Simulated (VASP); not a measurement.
# Be3CdS2 (Cmmm) in VASP: further runs, part 3 of 3

VASP 6.6.1.

**5. Single point, PBE**

This run uses another cell than the first one, of 16.00 Å³/atom.

INCAR

```
PREC     = Accurate       # precision mode
ENCUT    = 600            # plane-wave cutoff, eV
EDIFF    = 1E-6           # SCF threshold, eV
ISMEAR   = 0              # smearing method
SIGMA    = 0.1            # smearing width, eV
LREAL    = F              # projectors in reciprocal space
LASPH    = T              # aspherical terms in the spheres
NELM     = 120            # most SCF steps
ALGO     = Normal         # electronic algorithm
ISIF     = 2              # what is computed and relaxed
LWAVE    = F              # write WAVECAR
LCHARG   = T              # write CHGCAR
GGA      = PE             # functional
LELF     = T              # ELF
LVHAR    = T            
NBANDS   = 24             # bands
GGA_COMPAT= F
```

KPOINTS

```
regular mesh
0
Gamma
  8 8 12
```

POSCAR

```
Be3CdS2
1.0
    2.7762048069     -5.3753893501      0.0000000000
    2.7762048069      5.3753893501      0.0000000000
    0.0000000000      0.0000000000      3.2164357672
Be Cd S
3 1 2
Direct
    0.1800636667      0.8199363333      0.5000000000
    0.8199363333      0.1800636667      0.5000000000
    0.5000000000      0.5000000000      0.0000000000
    0.0000000000      0.0000000000      0.0000000000
    0.6350107080      0.3649892920      0.5000000000
    0.3649892920      0.6350107080      0.5000000000
```

Potentials or basis: VASP PAW PBE potentials, release 64 (Be, Cd, S).

Run with:

```bash
$ cat potpaw_PBE.64/Be/POTCAR potpaw_PBE.64/Cd/POTCAR potpaw_PBE.64/S/POTCAR > POTCAR
$ mpirun -np 1 vasp_std > vasp.out
```

OUTCAR:

```text
PREC = Accurate
   ENCUT = 600
   EDIFF = 1E-6
   ISMEAR = 0
   LREAL = F
   LASPH = T
   NELM = 120
   ISIF = 2
   GGA = PE

 ion  position               nearest neighbor table
   1  0.180  0.820  0.500-   6 1.99   4 2.52   4 2.52
   2  0.820  0.180  0.500-   5 1.99   4 2.52   4 2.52
   3  0.500  0.500  0.000-   5 2.17   6 2.17   5 2.17   6 2.17   4 2.78   4 2.78
   4  0.000  0.000  0.000-   1 2.52   2 2.52   1 2.52   2 2.52   3 2.78   3 2.78
   5  0.635  0.365  0.500-   2 1.99   3 2.17   3 2.17
   6  0.365  0.635  0.500-   1 1.99   3 2.17   3 2.17

  LATTYP: Found a base centered orthorhombic cell.
 ALAT       =     5.5524096138
 B/A-ratio  =     1.9362365978
 C/A-ratio  =     0.5792864704

  Lattice vectors:

 A1 = (   2.7762048069,  -5.3753893501,   0.0000000000)
 A2 = (   2.7762048069,   5.3753893501,   0.0000000000)
 A3 = (   0.0000000000,   0.0000000000,   3.2164357672)

Analysis of symmetry for initial positions (statically):
=====================================================================
 Subroutine PRICEL returns:
 Original cell was already a primitive cell.

 Routine SETGRP: Setting up the symmetry group for a
 base centered orthorhombic supercell.

 Subroutine GETGRP returns: Found  8 space group operations
 (whereof  8 operations were pure point group operations)
 out of a pool of  8 trial point group operations.

The static configuration has the point symmetry D_2h.

Analysis of symmetry for dynamics (positions and initial velocities):
=====================================================================
 Subroutine PRICEL returns:
 Original cell was already a primitive cell.

 Routine SETGRP: Setting up the symmetry group for a
 base centered orthorhombic supercell.

 Subroutine GETGRP returns: Found  8 space group operations
 (whereof  8 operations were pure point group operations)
 out of a pool of  8 trial point group operations.

The dynamic configuration has the point symmetry D_2h.

 Subroutine INISYM returns: Found  8 space group operations
 (whereof  8 operations are pure point group operations),
 and found     1 'primitive' translations

----------------------------------------------------------------------------------------

                                     Primitive cell

  volume of cell :      95.9989

  direct lattice vectors                    reciprocal lattice vectors
     2.776204807 -5.375389350  0.000000000     0.180101986 -0.093016518  0.000000000
     2.776204807  5.375389350  0.000000000     0.180101986  0.093016518  0.000000000
     0.000000000  0.000000000  3.216435767     0.000000000  0.000000000  0.310903146

  length of vectors
     6.049968909  6.049968909  3.216435767     0.202703720  0.202703720  0.310903146

  position of ions in fractional coordinates (direct lattice)
     0.180063667  0.819936333  0.500000000
     0.819936333  0.180063667  0.500000000
     0.500000000  0.500000000  0.000000000
     0.000000000  0.000000000  0.000000000
     0.635010708  0.364989292  0.500000000
     0.364989292  0.635010708  0.500000000

  ion indices of the primitive-cell ions
   primitive index   ion index
                 1           1
                 2           2
                 3           3
                 4           4
[... 30 lines left out ...]
            Coordinates               Weight
  0.000000  0.000000  0.000000      1.000000
  0.125000 -0.000000  0.000000      4.000000
  0.250000 -0.000000  0.000000      4.000000
  0.375000 -0.000000  0.000000      4.000000
  0.500000 -0.000000  0.000000      2.000000
  0.125000  0.125000  0.000000      2.000000
[... 16 lines left out ...]
  0.125000 -0.000000  0.083333      8.000000
  0.250000 -0.000000  0.083333      8.000000
 [... further k-points ...]
   k-points           NKPTS =    147   k-points in BZ     NKDIM =    147   number of bands    NBANDS=     24
   number of dos      NEDOS =    301   number of ions     NIONS =      6
   total plane-waves  NPLWV =  64512
   dimension x,y,z NGX =    48 NGY =   48 NGZ =   28
   dimension x,y,z NGXF=    96 NGYF=   96 NGZF=   56
   ions per type =               3   1   2
   NGX,Y,Z   is equivalent  to a cutoff of  13.19, 13.19, 14.47 a.u.
   NGXF,Y,Z  is equivalent  to a cutoff of  26.38, 26.38, 28.94 a.u.
 SYSTEM =  unknown system
   PREC   = accura    normal or accurate (medium, high low for compatibility)
   ISTART =      0    job   : 0-new  1-cont  2-samecut
   ICHARG =      2    charge: 1-file 2-atom 10-const
   ISPIN  =      1    spin polarized calculation?
   LNONCOLLINEAR =      F non collinear calculations
   LSORBIT =      F    spin-orbit coupling
   LASPH  =      T    aspherical Exc in radial PAW
   ENCUT  =  600.0 eV  44.10 Ry    6.64 a.u.  12.08 12.08  6.42*2*pi/ulx,y,z
   NELM   =    120;   NELMIN=  2; NELMDL= -5     # of ELM steps
   EDIFF  = 0.1E-05   stopping-criterion for ELM
   LREAL  =      F    real-space projection
   EDIFFG = 0.1E-04   stopping-criterion for IOM
   NSW    =      0    number of steps for IOM
   IBRION =     -1    ionic relax: 0-MD 1-quasi-New 2-CG
   NFREE  =      0    steps in history (QN), initial steepest desc. (CG)
   ISIF   =      2    stress and relaxation
   ISYM   =      2    0-nonsym 1-usesym 2-fastsym
   POTIM  = 0.5000    time-step for ionic-motion
   TEBEG  =    0.0;   TEEND  =   0.0 temperature during run
   PSTRESS=    0.0 pullay stress
   NELECT =      30.0000    total number of electrons
   NUPDOWN=      -1.0000    fix difference up-down
   EMIN   =  10.00;   EMAX   =-10.00  energy-range for DOS
   EFERMI =   0.00;   METHOD = LEGACY
   ISMEAR =     0;   SIGMA  =   0.10  broadening in eV -4-tet -1-fermi 0-gaus
   EFERMI_NEDOS =   21; number of points for ismear=-14 and -15
   IALGO  =     38    algorithm
   IMIX   =      4    mixing-type and parameters
     AMIX     =   0.40;   BMIX     =  1.00
     AMIX_MAG =   1.60;   BMIX_MAG =  1.00
  volume/ion in A,a.u.               =      16.00       107.97
  Fermi-wavevector in a.u.,A,eV,Ry     =   1.110947  2.099384 16.792340  1.234202
  Thomas-Fermi vector in A             =   2.247504
   LORBIT       =      0    0 simple, 1 ext, 2 COOP (PROOUT), +10 PAW based schemes
   GGA     = PE    functional components
   LHFCALC =     F    Hartree Fock is set to
   AEXX    =    0.0000 exact exchange contribution
   IVDW    =     0    specifies the selected vdW correction
   LEPSILON=     F    determine dielectric tensor
   LRPA    =     F    only Hartree local field effects (RPA)
 non-spin polarized calculation
 Gauss-broadening in eV      SIGMA  =   0.10
  energy-cutoff  :      600.00
  volume of cell :       96.00
 maximum number of plane-waves:      3233
   NGX = 25   NGY = 25   NGZ = 13

 number of electron      29.9999997 magnetization

 Free energy of the ion-electron system (eV)
  ---------------------------------------------------
  ext. energy  EPLUGINS =         0.00000000
  ---------------------------------------------------
  free energy    TOTEN  =       -19.97550563 eV

  energy without entropy =      -19.96522303  energy(sigma->0) =      -19.97036433

 E-fermi :   4.1996     XC(G=0):  -9.7915

 val. band max:        4.1995619946   @ k =   0.2500   0.1250   0.2500
 cond. band min:       4.2000353196   @ k =   0.3750   0.3750   0.1667
 fundamental gap:      0.0004733250
 Fermi energy:         4.1996472062

 k-point     1 :       0.0000    0.0000    0.0000
  band No.  band energies     occupation
      1     -10.3236      2.00000
      2      -8.9105      2.00000
      3      -4.9822      2.00000
      4      -4.6805      2.00000
      5      -4.5440      2.00000
      6      -4.4061      2.00000
[... 637 lines left out ...]
     23      10.0675      0.00000
     24      10.9323      0.00000

 [... further k-points ...]

------------------------ aborting loop because EDIFF is reached ----------------------------------------

  FORCE on cell =-STRESS in cart. coord.  units (eV):
  Direction    XX          YY          ZZ          XY          YZ          ZX
  --------------------------------------------------------------------------------------
  -------------------------------------------------------------------------------------
  Total        0.0381190      0.0472339      0.0326414      0.0000000      0.0000000      0.0000000
  in kB        0.6361880      0.7883126      0.5447695      0.0000000      0.0000000      0.0000000
  external PRESSURE =       0.6564233 kB  Pullay stress =       0.0000000 kB

 VOLUME and BASIS-vectors are now :
 -----------------------------------------------------------------------------
  energy-cutoff  :      600.00
  volume of cell :       96.00
      direct lattice vectors                 reciprocal lattice vectors
     2.776204807 -5.375389350  0.000000000     0.180101986 -0.093016518  0.000000000
     2.776204807  5.375389350  0.000000000     0.180101986  0.093016518  0.000000000
     0.000000000  0.000000000  3.216435767     0.000000000  0.000000000  0.310903146

 POSITION                                       TOTAL-FORCE (eV/Angst)
 -----------------------------------------------------------------------------------
      2.77620      3.43956      1.60822         0.000000     -0.008405      0.000000
      2.77620     -3.43956      1.60822         0.000000      0.008405      0.000000
      2.77620      0.00000      0.00000         0.000000      0.000000      0.000000
      0.00000      0.00000      0.00000        -0.000000      0.000000      0.000000
      2.77620     -1.45147      1.60822         0.000000     -0.004310     -0.000000
      2.77620      1.45147      1.60822         0.000000      0.004310     -0.000000
 -----------------------------------------------------------------------------------
    total drift:                               -0.000000     -0.000000     -0.000000

  FREE ENERGIE OF THE ION-ELECTRON SYSTEM (eV)
  ---------------------------------------------------
  free  energy   TOTEN  =       -19.9755056289 eV

  energy  without entropy=      -19.9652230292  energy(sigma->0) =      -19.97036433
```

Run time: 7.2 min. Hardware: 1 thread of Intel Xeon Platinum 8488C (Sapphire Rapids), shared host; peak memory 0.53 GiB.

What came out:

- Free energy: -19.9755 eV
- Pressure: 0.1 GPa
- Largest force: 0.008 eV/Å
- Band gap on the k mesh: zero (bands 15 and 16 overlap by 1.07 eV)

Forces on the atoms (eV/Å):
```
Be   0.000 -0.008  0.000
Be   0.000  0.008  0.000
Be   0.000  0.000  0.000
Cd   0.000  0.000  0.000
S    0.000 -0.004  0.000
S    0.000  0.004  0.000
```

**6. Summary**

| task | cell | k mesh | gap on the mesh (eV) | pressure (GPa) | largest force (eV/Å) |
| --- | --- | --- | --- | --- | --- |
| single point | a = 5.508, b = 5.508, c = 3.706 Å, angles 90.0, 90.0, 129.4°, 6 atoms, atomic positions A | 4 × 4 × 6 | none | 6.0 | 1.42 |
| single point | a = 5.976, b = 5.976, c = 3.279 Å, angles 90.0, 90.0, 127.0°, 6 atoms, atomic positions B | 4 × 4 × 6 | none | 0.2 | 0.01 |
| relaxation of cell and atoms | relaxed from a = 5.508, b = 5.508, c = 3.706 Å, angles 90.0, 90.0, 129.4°, 6 atoms, atomic positions A | 4 × 4 × 6 | none | 0.0 | 0.01 |
| single point | a = 6.050, b = 6.050, c = 3.216 Å, angles 90.0, 90.0, 125.4°, 6 atoms, atomic positions C | 8 × 8 × 12 | none | 0.1 | 0.01 |

Alike in all rows: level PBE; potentials or basis VASP PAW PBE potentials, release 64 (Be, Cd, S); no spin polarisation; cutoff (eV) 600; smearing gaussian 0.1 eV.

Caveats: some runs use coarse meshes; forces of over 1 eV/Å act on the atoms, so gaps and moduli don't describe the material at rest (at least some runs); the volume moved by over 15 % at a fixed basis, so the end points are rough (at least some runs); semilocal functionals underestimate gaps, and a narrow one can read as zero (at least some runs).

Total energies depend on the potentials used, so only differences within one code and one set of settings carry meaning.

The gap in the log of VASP goes by the Fermi energy; the results here count the filled bands.